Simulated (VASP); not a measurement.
Ta, 1 atom in the cell. Symmetry: Im-3m, No. 229, cubic system. The conventional cell has a = 3.346 Å, b = 3.346 Å, c = 3.346 Å, α = 90.00°, β = 90.00°, γ = 90.00°. Ta (site symmetry m-3m) has 14 Ta at 2.90 to 3.35 Å within 3.8 Å. 

* Program: VASP 6.6.1
* Task: single point
* Functional: PBE
* Potentials or basis: VASP PAW PBE potentials, release 64 (Ta_pv)
* Cutoff: 520 eV
* k mesh: 12 × 12 × 12
* Occupations: fermi-dirac, width 0.15 eV
* Spin: no spin polarisation
* Dipole correction: no
* Further INCAR settings: ALGO = Normal; EDIFF = 1e-06; NBANDS = 12

Potentials or basis: VASP PAW PBE potentials, release 64 (Ta_pv).

Launch:

```sh
$ cat potpaw_PBE.64/Ta_pv/POTCAR > POTCAR
$ mpirun -np 1 vasp_std > vasp.out
```

Hardware: 1 thread of Intel(R) Xeon(R) Platinum 8375C CPU @ 2.90GHz (Ice Lake), with other jobs on the host.

Estimate the wall time of this run.

Run time: 6.6 s on 1 thread of Intel(R) Xeon(R) Platinum 8375C CPU @ 2.90GHz (Ice Lake), with other jobs on the host, peak memory 0.15 GiB. Counts: scf iterations 11, k points 72.
